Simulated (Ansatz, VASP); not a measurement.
# Two plane-wave programs on Ag

INCAR

```
SYSTEM = Ag
  ALGO = Normal
  EDIFF = 1E-6
  ENCUT = 520
  GGA = PS
  GGA_COMPAT = .False.
  ISIF = 2
  ISMEAR = -1
  LASPH = .True.
  LCHARG = .True.
  LMAXMIX = 4
  LNONCOLLINEAR = .True.
  LORBIT = 11
  LORBMOM = .True.
  LREAL = .False.
  LSORBIT = .True.
  LVHAR = .True.
  LWAVE = .False.
  MAGMOM = 0 0 0
  NBANDS = 22
  NELM = 150
  PREC = Accurate
  SIGMA = 0.05
```

Contents of KPOINTS:

```
k-points
0
Gamma
  11 11 11
  0 0 0
```

The input POSCAR:

```
Ag
1.0
    0.0000000000      2.0427500000      2.0427500000
    2.0427500000      0.0000000000      2.0427500000
    2.0427500000      2.0427500000      0.0000000000
Ag
1
Direct
    0.0000000000      0.0000000000      0.0000000000
```

File input.yaml:

```yaml
crystal:
  lattice:
    - [0.0, 2.04275, 2.04275]
    - [2.04275, 0.0, 2.04275]
    - [2.04275, 2.04275, 0.0]
  atoms:
    - { symbol: Ag, position: [0.0, 0.0, 0.0] }
hamiltonian:
  xc: pbesol
  pseudopotentials: { kind: paw_fr }
magnetization:
  noncollinear: true
  spin_orbit: true
kpoints:
  mp_grid: { grid: [11, 11, 11] }
  band_path:
    path:
      - [[0.0, 0.0, 0.0], [0.5, 0.0, 0.5], [0.5, 0.25, 0.75], [0.375, 0.375, 0.75], [0.0, 0.0, 0.0], [0.5, 0.5, 0.5], [0.625, 0.25, 0.625], [0.5, 0.25, 0.75], [0.5, 0.5, 0.5], [0.375, 0.375, 0.75]]
      - [[0.625, 0.25, 0.625], [0.5, 0.0, 0.5]]
    npoints: 14
scf:
  occupations: { method: fermi_dirac, width: 0.05 }
  n_extra_bands: 6
output:
  forces: true
  stress: true
  eigenvalues: true
  fatbands: false
```

Alike in both runs: functional PBEsol; k mesh 11 × 11 × 11; occupations fermi-dirac, width 0.05 eV; non-collinear spin, spin-orbit coupling.

|  | VASP | Ansatz |
| --- | --- | --- |
| version | VASP 6.6.1 | Ansatz 0.2.0 |
| potentials or method | VASP PAW PBE potentials, release 64 (Ag) | Ansatz PAW |
| plane-wave cutoff (eV) | 520 | 420 |
| valence electrons in the cell | 11 | 19 |
| task | single point | band structure |

VASP gave:

- pressure (GPa): -3.2
- net moment per atom (μB): 0.00

**Question.** Which values does Ansatz return?

**Answer.** Pressure (GPa): -3.0; net moment per atom (μB): 0.00.

VASP's potentials were made for PBE, not for PBEsol. VASP's potentials hold 11 valence electrons a cell and Ansatz's 19, so a difference there can come from the potentials and not from the codes.
